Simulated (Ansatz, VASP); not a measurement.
# One calculation of Al, two programs

Contents of POSCAR:

```
Al
1.0
    0.0000000000      2.0248050000      2.0248050000
    2.0248050000      0.0000000000      2.0248050000
    2.0248050000      2.0248050000      0.0000000000
Al
1
Direct
    0.0000000000      0.0000000000      0.0000000000
```

File INCAR.step1:

```
SYSTEM = Al
ALGO = Normal
EDIFF = 1E-4
ENCUT = 600
GGA = PE
ISMEAR = -1
LASPH = .TRUE.
LCHARG = .FALSE.
LREAL = .FALSE.
LWAVE = .TRUE.
NELM = 100
PREC = Accurate
SIGMA = 0.1
```

INCAR.step2

```
SYSTEM = Al
ALGO = Normal
EDIFF = 1E-7
EDIFFG = -0.005
ENCUT = 600
IBRION = 2
ISIF = 3
ISMEAR = -1
ISTART = 1
IVDW = 13
LASPH = .TRUE.
LCHARG = .FALSE.
LMIXTAU = .TRUE.
LREAL = .FALSE.
LWAVE = .FALSE.
METAGGA = R2SCAN
NELM = 100
NSW = 80
PREC = Accurate
SIGMA = 0.1
VDW_A1 = 0.51559235
VDW_A2 = 5.77342911
VDW_S6 = 1.0
VDW_S8 = 0.6018749
```

File KPOINTS:

```
k-points
0
G
  16 16 16
  0 0 0
```

Input for Ansatz:

```yaml
crystal:
  lattice:
    - [0.0, 2.024805, 2.024805]
    - [2.024805, 0.0, 2.024805]
    - [2.024805, 2.024805, 0.0]
  atoms:
    - { symbol: Al, position: [0.0, 0.0, 0.0] }
kpoints:
  mp_grid:
    grid: [16, 16, 16]
hamiltonian:
  xc: r2scan
  dispersion: d4
scf:
  occupations:
    method: fermi_dirac
relax:
  f_tol: 0.005
  cell: {}
```

Alike in both runs: task relaxation of cell and atoms; functional r2SCAN; dispersion D4; k mesh 16 × 16 × 16; no spin polarisation.

```csv
,VASP,Ansatz
version,VASP 6.6.1,Ansatz 0.2.0
potentials or method,"VASP PAW PBE potentials, release 64 (Al)","plane waves, PAW"
plane-wave cutoff (eV),600,500
occupations,"fermi-dirac, width 0.1 eV",fermi-dirac
valence electrons in the cell,3,3
```

```tsv
	VASP	Ansatz	Ansatz less VASP
relaxed volume (Å³/atom)	15.68	15.74	+0.062
relaxed cell length with the largest relative difference (Å)	2.810	2.813	+0.0037
```

VASP's potentials were made for PBE, not for r2SCAN.
